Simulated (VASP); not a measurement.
# Ge (Fd-3m) in VASP: further runs

Ge is run at these levels: r2SCAN; tasks: relaxation of cell and atoms.

Program: VASP 6.6.1. These are calculated values, not measurements. Logs are shortened: lines on timing, memory, paths and dates and some standing lists are left out, and cuts for length are marked.

## Step 1: The cell of the first run

The structure is cubic, space group Fd-3m (No. 227). Conventional cell: a = 5.676 Å, b = 5.676 Å, c = 5.676 Å, α = 90.00°, β = 90.00°, γ = 90.00°. Within 3.2 Å of Ge (site symmetry -43m) lie 4 Ge at 2.46 Å.

## Step 2: Relaxation of cell and atoms, r2SCAN, target pressure 1 GPa, at which the enthalpy is minimised

Input file POSCAR:

```
Ge
1.0
    0.0000000000      2.8378310318      2.8378310318
    2.8378310318      0.0000000000      2.8378310318
    2.8378310318      2.8378310318      0.0000000000
Ge
2
Direct
    0.5000000000      0.5000000000      0.5000000000
    0.7500000000      0.7500000000      0.7500000000
```

Input file INCAR.step1:

```
SYSTEM = Ge
  PREC = Accurate
  ENCUT = 550
  ISMEAR = 0
  SIGMA = 0.01
  LREAL = .FALSE.
  LASPH = .TRUE.
  NELM = 120
  GGA = PE
  ALGO = Normal
  EDIFF = 1E-5
  LWAVE = .TRUE.
  LCHARG = .FALSE.
  GGA_COMPAT = .FALSE.
  IBRION = 2
  ISIF = 3
  EDIFFG = -0.005
  NELMIN = 4
  NSW = 100
```

Input file INCAR.step2:

```
SYSTEM = Ge
  PREC = Accurate
  ENCUT = 550
  EDIFF = 1E-7
  ISMEAR = 0
  SIGMA = 0.01
  LREAL = .FALSE.
  LASPH = .TRUE.
  NELM = 120
  ALGO = Normal
  ISIF = 3
  LWAVE = .FALSE.
  LCHARG = .FALSE.
  METAGGA = R2SCAN
  LMIXTAU = .TRUE.
  IBRION = 2
  NSW = 100
  EDIFFG = -0.002
  PSTRESS = 10.0
  ISTART = 1
  GGA_COMPAT = .FALSE.
  NELMIN = 4
```

Input file KPOINTS:

```
regular mesh
0
G
  14 14 14
  0 0 0
```

Potentials or basis: VASP PAW PBE potentials, release 64 (Ge_d).

Run with:

```
> cat potpaw_PBE.64/Ge_d/POTCAR > POTCAR
> cp INCAR.step1 INCAR
> mpirun -np 1 vasp_std > vasp.out
> cp INCAR.step2 INCAR
> mpirun -np 1 vasp_std > vasp.out
```

OUTCAR:

```text
SYSTEM = Ge
   PREC = Accurate
   ENCUT = 550
   EDIFF = 1E-7
   ISMEAR = 0
   LREAL = .FALSE.
   LASPH = .TRUE.
   NELM = 120
   ISIF = 3
   METAGGA = R2SCAN
   IBRION = 2
   NSW = 100
   EDIFFG = -0.002
   PSTRESS = 10.0
   ISTART = 1
   NELMIN = 4

 ion  position               nearest neighbor table
   1  0.500  0.500  0.500-   2 2.46   2 2.46   2 2.46   2 2.46
   2  0.750  0.750  0.750-   1 2.46   1 2.46   1 2.46   1 2.46

  LATTYP: Found a face centered cubic cell.
 ALAT       =     5.6756620636

  Lattice vectors:

 A1 = (   0.0000000000,   2.8378310318,   2.8378310318)
 A2 = (   2.8378310318,   0.0000000000,   2.8378310318)
 A3 = (   2.8378310318,   2.8378310318,   0.0000000000)

Analysis of symmetry for initial positions (statically):
=====================================================================
 Subroutine PRICEL returns:
 Original cell was already a primitive cell.

 Routine SETGRP: Setting up the symmetry group for a
 face centered cubic supercell.

 Subroutine GETGRP returns: Found 48 space group operations
 (whereof 24 operations were pure point group operations)
 out of a pool of 48 trial point group operations.

The static configuration has the point symmetry T_d .
 The point group associated with its full space group is O_h .

Analysis of symmetry for dynamics (positions and initial velocities):
=====================================================================
 Subroutine PRICEL returns:
 Original cell was already a primitive cell.

 Routine SETGRP: Setting up the symmetry group for a
 face centered cubic supercell.

 Subroutine GETGRP returns: Found 48 space group operations
 (whereof 24 operations were pure point group operations)
 out of a pool of 48 trial point group operations.

The dynamic configuration has the point symmetry T_d .
 The point group associated with its full space group is O_h .

 Subroutine INISYM returns: Found 48 space group operations
 (whereof 24 operations are pure point group operations),
 and found     1 'primitive' translations

----------------------------------------------------------------------------------------

                                     Primitive cell

  volume of cell :      45.7077

  direct lattice vectors                    reciprocal lattice vectors
     0.000000000  2.837831032  2.837831032    -0.176190899  0.176190899  0.176190899
     2.837831032  0.000000000  2.837831032     0.176190899 -0.176190899  0.176190899
     2.837831032  2.837831032  0.000000000     0.176190899  0.176190899 -0.176190899

  length of vectors
     4.013299133  4.013299133  4.013299133     0.305171588  0.305171588  0.305171588

  position of ions in fractional coordinates (direct lattice)
     0.500000000  0.500000000  0.500000000
     0.750000000  0.750000000  0.750000000

  ion indices of the primitive-cell ions
   primitive index   ion index
                 1           1
                 2           2

----------------------------------------------------------------------------------------

 KPOINTS: regular mesh

Automatic generation of k-mesh.
 Grid dimensions read from file:
 generate k-points for:   14   14   14

 Generating k-lattice:

  Cartesian coordinates                     Fractional coordinates (reciprocal lattice)
    -0.012585064  0.012585064  0.012585064     0.071428571  0.000000000  0.000000000
     0.012585064 -0.012585064  0.012585064     0.000000000  0.071428571  0.000000000
     0.012585064  0.012585064 -0.012585064     0.000000000  0.000000000  0.071428571

  Length of vectors
     0.021797971  0.021797971  0.021797971

  Shift w.r.t. Gamma in fractional coordinates (k-lattice)
     0.000000000  0.000000000  0.000000000

 Subroutine IBZKPT returns following result:
 ===========================================

 Found    104 irreducible k-points:

 Following reciprocal coordinates:
            Coordinates               Weight
  0.000000  0.000000  0.000000      1.000000
  0.071429  0.000000  0.000000      8.000000
  0.142857  0.000000  0.000000      8.000000
  0.214286  0.000000  0.000000      8.000000
  0.285714  0.000000  0.000000      8.000000
  0.357143  0.000000  0.000000      8.000000
[... 16 lines left out ...]
  0.214286  0.142857  0.000000     24.000000
  0.285714  0.142857  0.000000     24.000000
 [... further k-points ...]
   k-points           NKPTS =    104   k-points in BZ     NKDIM =    104   number of bands    NBANDS=     18
   number of dos      NEDOS =    301   number of ions     NIONS =      2
   total plane-waves  NPLWV =  32768
   dimension x,y,z NGX =    32 NGY =   32 NGZ =   32
   dimension x,y,z NGXF=    64 NGYF=   64 NGZF=   64
   ions per type =               2
   NGX,Y,Z   is equivalent  to a cutoff of  13.26, 13.26, 13.26 a.u.
   NGXF,Y,Z  is equivalent  to a cutoff of  26.51, 26.51, 26.51 a.u.
 SYSTEM =  Ge
   PREC   = accura    normal or accurate (medium, high low for compatibility)
   ISTART =      1    job   : 0-new  1-cont  2-samecut
[... 37 lines left out ...]
   LRPA    =     F    only Hartree local field effects (RPA)
 conjugate gradient relaxation of ions
 non-spin polarized calculation
 Gauss-broadening in eV      SIGMA  =   0.01
  energy-cutoff  :      550.00
  volume of cell :       45.71
 maximum number of plane-waves:      1363
   NGX = 15   NGY = 15   NGZ = 15

--------------------------------------- Ionic step        1  -------------------------------------------

 number of electron      28.0000020 magnetization

 Free energy of the ion-electron system (eV)
  ---------------------------------------------------
  ext. energy  EPLUGINS =         0.00000000
  ---------------------------------------------------
  free energy    TOTEN  =       -27.74566970 eV

  energy without entropy =      -27.74566970  energy(sigma->0) =      -27.74566970

------------------------ aborting loop because EDIFF is reached ----------------------------------------

  FORCE on cell =-STRESS in cart. coord.  units (eV):
  Direction    XX          YY          ZZ          XY          YZ          ZX
  --------------------------------------------------------------------------------------
  -------------------------------------------------------------------------------------
  Total        0.0271333      0.0271333      0.0271333     -0.0000000      0.0000000      0.0000000
  in kB        0.9510954      0.9510954      0.9510954     -0.0000000      0.0000000      0.0000000
  external PRESSURE =      -9.0489046 kB  Pullay stress =      10.0000000 kB

 VOLUME and BASIS-vectors are now :
 -----------------------------------------------------------------------------
  energy-cutoff  :      550.00
  volume of cell :       45.71
      direct lattice vectors                 reciprocal lattice vectors
     0.000000000  2.837831032  2.837831032    -0.176190899  0.176190899  0.176190899
     2.837831032  0.000000000  2.837831032     0.176190899 -0.176190899  0.176190899
     2.837831032  2.837831032  0.000000000     0.176190899  0.176190899 -0.176190899
[... 122 lines left out ...]
  FREE ENERGIE OF THE ION-ELECTRON SYSTEM (eV)
  ---------------------------------------------------
  free  energy   TOTEN  =       -27.7439287634 eV

  energy  without entropy=      -27.7439287634  energy(sigma->0) =      -27.74392876

  enthalpy is  TOTEN    =       -27.4620008746 eV   P V=        0.2819278888

--------------------------------------- Ionic step        5  -------------------------------------------

 number of electron      28.0000011 magnetization

 Free energy of the ion-electron system (eV)
  ---------------------------------------------------
  ext. energy  EPLUGINS =         0.00000000
  ---------------------------------------------------
  free energy    TOTEN  =       -27.74386411 eV

  energy without entropy =      -27.74386411  energy(sigma->0) =      -27.74386411

 E-fermi :   4.9728     XC(G=0): -10.8335

 val. band max:        4.8263621378   @ k =   0.0000   0.0000   0.0000
 cond. band min:       5.2559911031   @ k =   0.0000   0.0000   0.0000
 fundamental gap:      0.4296289653
 Fermi energy:         4.9728328689

 k-point     1 :       0.0000    0.0000    0.0000
  band No.  band energies     occupation
      1     -20.6712      2.00000
      2     -20.6712      2.00000
      3     -20.6712      2.00000
      4     -20.6315      2.00000
      5     -20.6315      2.00000
      6     -20.4125      2.00000
[... 10 lines left out ...]
     17       7.5410      0.00000
     18       7.5410      0.00000
[... 463 lines left out ...]
 k-point    24 :       0.2857    0.1429    0.0000
  band No.  band energies     occupation
      1     -20.6973      2.00000
      2     -20.6884      2.00000
      3     -20.6653      2.00000
      4     -20.6012      2.00000
      5     -20.5765      2.00000
      6     -20.4783      2.00000
[... 10 lines left out ...]
     17      10.0326      0.00000
     18      10.1269      0.00000

 [... further k-points ...]

------------------------ aborting loop because EDIFF is reached ----------------------------------------

  FORCE on cell =-STRESS in cart. coord.  units (eV):
  Direction    XX          YY          ZZ          XY          YZ          ZX
  --------------------------------------------------------------------------------------
  -------------------------------------------------------------------------------------
  Total        0.2800123      0.2800123      0.2800123      0.0000000      0.0000000      0.0000000
  in kB        9.9344110      9.9344110      9.9344110      0.0000000      0.0000000      0.0000000
  external PRESSURE =      -0.0655890 kB  Pullay stress =      10.0000000 kB

 VOLUME and BASIS-vectors are now :
 -----------------------------------------------------------------------------
  energy-cutoff  :      550.00
  volume of cell :       45.16
      direct lattice vectors                 reciprocal lattice vectors
     0.000000000  2.826431946  2.826431946    -0.176901482  0.176901482  0.176901482
     2.826431946  0.000000000  2.826431946     0.176901482 -0.176901482  0.176901482
     2.826431946  2.826431946  0.000000000     0.176901482  0.176901482 -0.176901482

 POSITION                                       TOTAL-FORCE (eV/Angst)
 -----------------------------------------------------------------------------------
      2.82643      2.82643      2.82643         0.000000      0.000000      0.000000
      4.23965      4.23965      4.23965        -0.000000     -0.000000     -0.000000
 -----------------------------------------------------------------------------------
    total drift:                               -0.000000     -0.000000      0.000000

  FREE ENERGIE OF THE ION-ELECTRON SYSTEM (eV)
  ---------------------------------------------------
  free  energy   TOTEN  =       -27.7438641127 eV

  energy  without entropy=      -27.7438641127  energy(sigma->0) =      -27.74386411

  enthalpy is  TOTEN    =       -27.4620030970 eV   P V=        0.2818610156

 reached required accuracy - stopping structural energy minimisation
```

Wall time 14 min (1 thread of AMD EPYC 9R45 (Zen 5), shared host); peak memory 0.21 GiB.

What came out:

```
Free energy                                                : -27.7439 eV
Relaxed volume                                             : 22.58 Å³/atom
Relaxed cell                                               : a = 3.997 Å, b = 3.997 Å, c = 3.997 Å, α = 60.00°, β = 60.00°, γ = 60.00°
Space group after relaxing (to 0.1 Å)                      : Fd-3m (No. 227)
Energy change on relaxing (the run minimises the enthalpy) : +0.9 meV/atom
Ionic steps                                                : 5
Pressure after relaxing                                    : 1.0 GPa
Band gap on the k mesh                                     : 0.43 eV
```

The path:
```csv
step,energy change (eV),largest force (eV/Å),pressure (GPa),volume (Å³)
1,0.0000,0.0000,0.10,45.71
2,0.0041,0.0000,1.50,44.86
3,0.0019,0.0000,1.04,45.14
4,0.0017,0.0000,0.98,45.17
5,0.0018,0.0000,0.99,45.16
```

Final structure:
```cif
data_structure
_symmetry_space_group_name_H-M 'P 1'
_symmetry_Int_Tables_number 1
_cell_length_a 3.9972
_cell_length_b 3.9972
_cell_length_c 3.9972
_cell_angle_alpha 60.000
_cell_angle_beta 60.000
_cell_angle_gamma 60.000
_cell_volume 45.16
loop_
_atom_site_label
_atom_site_type_symbol
_atom_site_fract_x
_atom_site_fract_y
_atom_site_fract_z
_atom_site_occupancy
Ge1 Ge 0.50000 0.50000 0.50000 1
Ge2 Ge 0.75000 0.75000 0.75000 1
```

Levels at points of the mesh, in eV from the valence-band top:
| k point | band 10 | band 11 | band 12 | band 13 | band 14 | band 15 | band 16 | band 17 | band 18 |
| --- | --- | --- | --- | --- | --- | --- | --- | --- | --- |
| (0.00, 0.00, 0.00) | -25.22 | -13.33 | 0.00 | 0.00 | 0.00 | 0.43 | 2.71 | 2.71 | 2.71 |
| (0.50, 0.00, 0.00) | -25.20 | -11.12 | -7.88 | -1.49 | -1.49 | 0.45 | 4.00 | 4.00 | 7.66 |
| (0.50, 0.50, 0.00) | -25.18 | -9.23 | -9.23 | -3.24 | -3.24 | 0.97 | 0.97 | 10.13 | 10.13 |

Caveat: the cell is relaxed towards a set pressure, so the run minimises the enthalpy, not the energy; the PAW data sets were made with another functional, which shifts forces and pressure a little.

## Step 3: Relaxation of cell and atoms, r2SCAN, target pressure 15 GPa, at which the enthalpy is minimised

POSCAR is that of step 2.

Input file INCAR.step1:

```
SYSTEM = Ge
ALGO = Normal ; EDIFF = 1E-5
EDIFFG = -0.005 ; ENCUT = 550
GGA = PE ; GGA_COMPAT = .FALSE.
IBRION = 2 ; ISIF = 3
ISMEAR = 0 ; LASPH = .TRUE.
LCHARG = .FALSE. ; LREAL = .FALSE.
LWAVE = .TRUE. ; NELM = 120
NELMIN = 4 ; NSW = 100
PREC = Accurate ; SIGMA = 0.01
```

Input file INCAR.step2:

```
SYSTEM = Ge
ALGO = Normal ; EDIFF = 1E-7
EDIFFG = -0.002 ; ENCUT = 550
GGA_COMPAT = .FALSE. ; IBRION = 2
ISIF = 3 ; ISMEAR = 0
ISTART = 1 ; LASPH = .TRUE.
LCHARG = .FALSE. ; LMIXTAU = .TRUE.
LREAL = .FALSE. ; LWAVE = .FALSE.
METAGGA = R2SCAN ; NELM = 120
NELMIN = 4 ; NSW = 100
PREC = Accurate ; PSTRESS = 150.0
SIGMA = 0.01
```

Input file KPOINTS:

```
k-points
0
G
  14 14 14
  0 0 0
```

Potentials or basis: VASP PAW PBE potentials, release 64 (Ge_d).

Run with:

```
> cat potpaw_PBE.64/Ge_d/POTCAR > POTCAR
> cp INCAR.step1 INCAR
> mpirun -np 1 vasp_std > vasp.out
> cp INCAR.step2 INCAR
> mpirun -np 1 vasp_std > vasp.out
```

Wall time 41 min (1 thread of Oxide Virtual Turin-like, shared host); peak memory 0.22 GiB.

It converged, with:

```
Free energy                                                : -27.4888 eV
Relaxed volume                                             : 19.72 Å³/atom
Relaxed cell                                               : a = 3.821 Å, b = 3.821 Å, c = 3.821 Å, α = 60.00°, β = 60.00°, γ = 60.00°
Space group after relaxing (to 0.1 Å)                      : Fd-3m (No. 227)
Energy change on relaxing (the run minimises the enthalpy) : +128.4 meV/atom
Ionic steps                                                : 12
Pressure after relaxing                                    : 15.0 GPa
Band gap on the k mesh                                     : 0.57 eV (least direct gap 1.80 eV)
```

Step by step:
| step | energy change (eV) | largest force (eV/Å) | pressure (GPa) | volume (Å³) |
| --- | --- | --- | --- | --- |
| 1 | 0.0000 | 0.0000 | 0.10 | 45.71 |
| 2 | 1.4415 | 0.0000 | 48.92 | 33.04 |
| 3 | 0.2362 | 0.0000 | 14.22 | 39.67 |
| 4 | 0.2534 | 0.0000 | 14.87 | 39.48 |
| 5 | 0.2646 | 0.0000 | 15.27 | 39.36 |
| 6 | 0.2486 | 0.0000 | 14.70 | 39.53 |
| 7 | 0.2577 | 0.0000 | 15.02 | 39.44 |
| 8 | 0.2570 | 0.0000 | 15.03 | 39.44 |
| 9 | 0.2528 | 0.0000 | 14.86 | 39.49 |
| 10 | 0.2563 | 0.0000 | 14.97 | 39.45 |
| 11 | 0.2567 | 0.0000 | 14.97 | 39.45 |
| 12 | 0.2569 | 0.0000 | 15.01 | 39.44 |

Final structure:
```
Ge
1.0
     0.00000    2.70180    2.70180
     2.70180    0.00000    2.70180
     2.70180    2.70180    0.00000
Ge
2
Direct
  0.50000 0.50000 0.50000
  0.75000 0.75000 0.75000
```

Levels at points of the mesh, in eV from the valence-band top:
```
           k point  band 12  band 13  band 14  band 15  band 16  band 17
(0.00, 0.00, 0.00)     0.00     0.00     0.00     1.80     2.74     2.74
(0.50, 0.00, 0.00)    -8.64    -1.73    -1.73     0.94     4.03     4.03
(0.50, 0.50, 0.00)    -9.83    -3.77    -3.77     0.77     0.77    11.34
```

Caveat: the cell is relaxed towards a set pressure, so the run minimises the enthalpy, not the energy; the PAW data sets were made with another functional, which shifts forces and pressure a little. A k mesh can miss the band edges.

## Step 4: Relaxation of cell and atoms, r2SCAN, target pressure 7 GPa, at which the enthalpy is minimised

POSCAR is that of step 3.

Input file INCAR.step1:

```
ALGO = Normal
EDIFF = 1E-5
EDIFFG = -0.005
ENCUT = 550
GGA = PE
GGA_COMPAT = False
IBRION = 2
ISIF = 3
ISMEAR = 0
LASPH = True
LCHARG = False
LREAL = False
LWAVE = True
NELM = 120
NELMIN = 4
NSW = 100
PREC = Accurate
SIGMA = 0.01
```

Input file INCAR.step2:

```
ALGO = Normal
EDIFF = 1E-7
EDIFFG = -0.002
ENCUT = 550
GGA_COMPAT = False
IBRION = 2
ISIF = 3
ISMEAR = 0
ISTART = 1
LASPH = True
LCHARG = False
LMIXTAU = True
LREAL = False
LWAVE = False
METAGGA = R2SCAN
NELM = 120
NELMIN = 4
NSW = 100
PREC = Accurate
PSTRESS = 70.0
SIGMA = 0.01
```

Input file KPOINTS:

```
k-points
0
Gamma
  14 14 14
```

Run with:

```
> cat potpaw_PBE.64/Ge_d/POTCAR > POTCAR
> cp INCAR.step1 INCAR
> mpirun -np 1 vasp_std > vasp.out
> cp INCAR.step2 INCAR
> mpirun -np 1 vasp_std > vasp.out
```

Run time: 28 min. Hardware: 1 thread of Oxide Virtual Turin-like, shared host; peak memory 0.22 GiB.

Results (log left out):

- Free energy: -27.6737 eV
- Relaxed volume: 21.10 Å³/atom
- Relaxed cell: a = 3.908 Å, b = 3.908 Å, c = 3.908 Å, α = 60.00°, β = 60.00°, γ = 60.00°
- Space group after relaxing (to 0.1 Å): Fd-3m (No. 227)
- Energy change on relaxing (the run minimises the enthalpy): +36.0 meV/atom
- Ionic steps: 7
- Pressure after relaxing: 7.0 GPa
- Band gap on the k mesh: 0.68 eV (least direct gap 1.10 eV)

The path:
| step | energy change (eV) | largest force (eV/Å) | pressure (GPa) | volume (Å³) |
| --- | --- | --- | --- | --- |
| 1 | 0.0000 | 0.0000 | 0.10 | 45.71 |
| 2 | 0.2520 | 0.0000 | 14.82 | 39.50 |
| 3 | 0.0709 | 0.0000 | 6.95 | 42.22 |
| 4 | 0.0739 | 0.0000 | 7.11 | 42.16 |
| 5 | 0.0704 | 0.0000 | 6.92 | 42.24 |
| 6 | 0.0723 | 0.0000 | 7.02 | 42.19 |
| 7 | 0.0720 | 0.0000 | 7.01 | 42.20 |

Final structure:
```xyz
2
Lattice="0.0000 2.7633 2.7633 2.7633 0.0000 2.7633 2.7633 2.7633 0.0000" Properties=species:S:1:pos:R:3 pbc="T T T"
Ge    2.7633    2.7633    2.7633
Ge    4.1449    4.1449    4.1449
```

Levels at points of the mesh, in eV from the valence-band top:
| k point | band 11 | band 12 | band 13 | band 14 | band 15 | band 16 | band 17 | band 18 |
| --- | --- | --- | --- | --- | --- | --- | --- | --- |
| (0.00, 0.00, 0.00) | -13.88 | 0.00 | 0.00 | 0.00 | 1.10 | 2.73 | 2.73 | 2.73 |
| (0.50, 0.00, 0.00) | -11.50 | -8.24 | -1.60 | -1.60 | 0.69 | 4.02 | 4.03 | 7.70 |
| (0.50, 0.50, 0.00) | -9.51 | -9.51 | -3.50 | -3.50 | 0.88 | 0.88 | 10.73 | 10.73 |

Caveat: the cell is relaxed towards a set pressure, so the run minimises the enthalpy, not the energy; the PAW data sets were made with another functional, which shifts forces and pressure a little.

## Step 5: The runs side by side

```csv
cell,gap on the mesh (eV),pressure (GPa)
relaxed to 1 GPa,0.43,1.0
relaxed to 15 GPa,0.57,15.0
relaxed to 7 GPa,0.68,7.0
```

Alike in all rows: task relaxation of cell and atoms; level r2SCAN; potentials or basis VASP PAW PBE potentials, release 64 (Ge_d); no spin polarisation; k mesh 14 × 14 × 14; cutoff (eV) 550; smearing gaussian 0.01 eV.

Caveats: the cell is relaxed towards a set pressure, so the run minimises the enthalpy, not the energy; the PAW data sets were made with another functional, which shifts forces and pressure a little.

Absolute energies hang on the potentials; compare differences alone.
